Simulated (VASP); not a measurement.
# InP (Fm-3m) in VASP: further runs, part 2 of 2

VASP 6.6.1. Earlier steps stand in the parts before.

### 3 Single point, PBE

This run uses another cell than the first one, of 21.26 Å³/atom.

File INCAR:

```
PREC     = Accurate       # precision mode
ENCUT    = 520            # plane-wave cutoff, eV
EDIFF    = 1E-6           # SCF threshold, eV
ISMEAR   = 0              # smearing method
SIGMA    = 0.15           # smearing width, eV
LREAL    = F              # projectors in reciprocal space
LASPH    = T              # aspherical terms in the spheres
NELM     = 100            # most SCF steps
ALGO     = Normal         # electronic algorithm
ISIF     = 2              # what is computed and relaxed
LWAVE    = F              # write WAVECAR
LCHARG   = F              # write CHGCAR
GGA      = PE             # functional
NBANDS   = 16             # bands
```

File KPOINTS:

```
regular mesh
0
Gamma
  20 20 20
```

File POSCAR:

```
InP
1.0
    0.0000000000      2.7701604146      2.7701604146
    2.7701604146      0.0000000000      2.7701604146
    2.7701604146      2.7701604146      0.0000000000
In P
1 1
Direct
    0.0000000000      0.0000000000      0.0000000000
    0.5000000000      0.5000000000      0.5000000000
```

Potentials or basis: VASP PAW PBE potentials, release 64 (In_d, P).

Command:

```bash
$ cat potpaw_PBE.64/In_d/POTCAR potpaw_PBE.64/P/POTCAR > POTCAR
$ mpirun -np 1 vasp_std > vasp.out
```

OUTCAR:

```text
PREC = Accurate
   ENCUT = 520
   EDIFF = 1E-6
   ISMEAR = 0
   LREAL = F
   LASPH = T
   NELM = 100
   ISIF = 2
   GGA = PE

 ion  position               nearest neighbor table
   1  0.000  0.000  0.000-   2 2.77   2 2.77   2 2.77   2 2.77   2 2.77   2 2.77
   2  0.500  0.500  0.500-   1 2.77   1 2.77   1 2.77   1 2.77   1 2.77   1 2.77

  LATTYP: Found a face centered cubic cell.
 ALAT       =     5.5403208292

  Lattice vectors:

 A1 = (   0.0000000000,   2.7701604146,   2.7701604146)
 A2 = (   2.7701604146,   0.0000000000,   2.7701604146)
 A3 = (   2.7701604146,   2.7701604146,   0.0000000000)

Analysis of symmetry for initial positions (statically):
=====================================================================
 Subroutine PRICEL returns:
 Original cell was already a primitive cell.

 Routine SETGRP: Setting up the symmetry group for a
 face centered cubic supercell.

 Subroutine GETGRP returns: Found 48 space group operations
 (whereof 48 operations were pure point group operations)
 out of a pool of 48 trial point group operations.

[... 160 lines left out ...]

  energy without entropy =       -7.90675444  energy(sigma->0) =       -7.91373989

 E-fermi :   7.0375     XC(G=0): -10.3896

 val. band max:        7.0343749038   @ k =  -0.4000   0.4000   0.0500
 cond. band min:       7.0379675713   @ k =  -0.1000   0.1000   0.0000
 fundamental gap:      0.0035926676
 Fermi energy:         7.0374506923

 k-point     1 :       0.0000    0.0000    0.0000
  band No.  band energies     occupation
      1      -7.1967      2.00000
      2      -7.1967      2.00000
      3      -7.1771      2.00000
      4      -7.1771      2.00000
      5      -7.1771      2.00000
      6      -4.9790      2.00000
[... 433 lines left out ...]
      3      -7.1837      2.00000
      4      -7.1128      2.00000
      5      -7.1079      2.00000
      6      -3.4468      2.00000
[... 8 lines left out ...]
     15      16.7249      0.00000
     16      17.8407      0.00000

 [... further k-points ...]

------------------------ aborting loop because EDIFF is reached ----------------------------------------

  FORCE on cell =-STRESS in cart. coord.  units (eV):
  Direction    XX          YY          ZZ          XY          YZ          ZX
  --------------------------------------------------------------------------------------
  -------------------------------------------------------------------------------------
  Total       -0.0149482     -0.0149482     -0.0149482      0.0000000      0.0000000      0.0000000
  in kB       -0.5633211     -0.5633211     -0.5633211      0.0000000      0.0000000      0.0000000
  external PRESSURE =      -0.5633211 kB  Pullay stress =       0.0000000 kB

 VOLUME and BASIS-vectors are now :
 -----------------------------------------------------------------------------
  energy-cutoff  :      520.00
  volume of cell :       42.52
      direct lattice vectors                 reciprocal lattice vectors
     0.000000000  2.770160415  2.770160415    -0.180494962  0.180494962  0.180494962
     2.770160415  0.000000000  2.770160415     0.180494962 -0.180494962  0.180494962
     2.770160415  2.770160415  0.000000000     0.180494962  0.180494962 -0.180494962

 POSITION                                       TOTAL-FORCE (eV/Angst)
 -----------------------------------------------------------------------------------
      0.00000      0.00000      0.00000         0.000000     -0.000000      0.000000
      2.77016      2.77016      2.77016         0.000000      0.000000      0.000000
 -----------------------------------------------------------------------------------
    total drift:                               -0.000000      0.000000      0.000000

  FREE ENERGIE OF THE ION-ELECTRON SYSTEM (eV)
  ---------------------------------------------------
  free  energy   TOTEN  =        -7.9207253448 eV

  energy  without entropy=       -7.9067544410  energy(sigma->0) =       -7.91373989
```

OSZICAR:

```text
N       E                     dE             d eps       ncg     rms          rms(c)
DAV:   1     0.109417715541E+03    0.10942E+03   -0.84634E+03  8248   0.133E+03
DAV:   2    -0.140450430872E+01   -0.11082E+03   -0.10593E+03  9200   0.308E+02
DAV:   3    -0.806002916679E+01   -0.66555E+01   -0.65684E+01 10744   0.714E+01
DAV:   4    -0.822206360822E+01   -0.16203E+00   -0.16196E+00 10472   0.114E+01
DAV:   5    -0.822907961874E+01   -0.70160E-02   -0.70159E-02 11976   0.210E+00    0.474E+00
DAV:   6    -0.793116491691E+01    0.29791E+00   -0.52692E-01 12336   0.120E+01    0.272E+00
DAV:   7    -0.792091383310E+01    0.10251E-01   -0.83173E-02 12144   0.241E+00    0.116E+00
DAV:   8    -0.792065879052E+01    0.25504E-03   -0.72480E-03 10816   0.111E+00    0.143E-01
DAV:   9    -0.792069978906E+01   -0.40999E-04   -0.69135E-04 12640   0.434E-01    0.816E-02
DAV:  10    -0.792071233737E+01   -0.12548E-04   -0.54558E-05 10192   0.625E-02    0.444E-02
DAV:  11    -0.792072445465E+01   -0.12117E-04   -0.16248E-05 10552   0.276E-02    0.812E-03
DAV:  12    -0.792072550824E+01   -0.10536E-05   -0.26475E-06 10232   0.249E-02    0.738E-03
DAV:  13    -0.792072534484E+01    0.16341E-06   -0.10336E-07  5736   0.377E-03
   1 F= -.79207253E+01 E0= -.79137399E+01  d E =-.139709E-01
```

stdout:

```text
POSCAR found type information on POSCAR InP
 POSCAR found :  2 types and       2 ions
 scaLAPACK will be used
 LDA part: xc-table for (Slater+PW92), standard interpolation
 POSCAR, INCAR and KPOINTS ok, starting setup
 FFT: planning ... GRIDC
 FFT: planning ... GRID_SOFT
 FFT: planning ... GRID
 WAVECAR not read
 entering main loop
```

Run time: 69 s. Hardware: 1 thread of Intel Xeon 6975P-C (Granite Rapids), shared host; peak memory 0.3 GiB.

What came out:

* Free energy: -7.9207 eV
* Pressure: -0.1 GPa
* Band gap on the k mesh: zero (bands 9 and 10 overlap by 2.63 eV)

Caveat: spin-orbit coupling is left out, which moves the levels of the heavy elements.
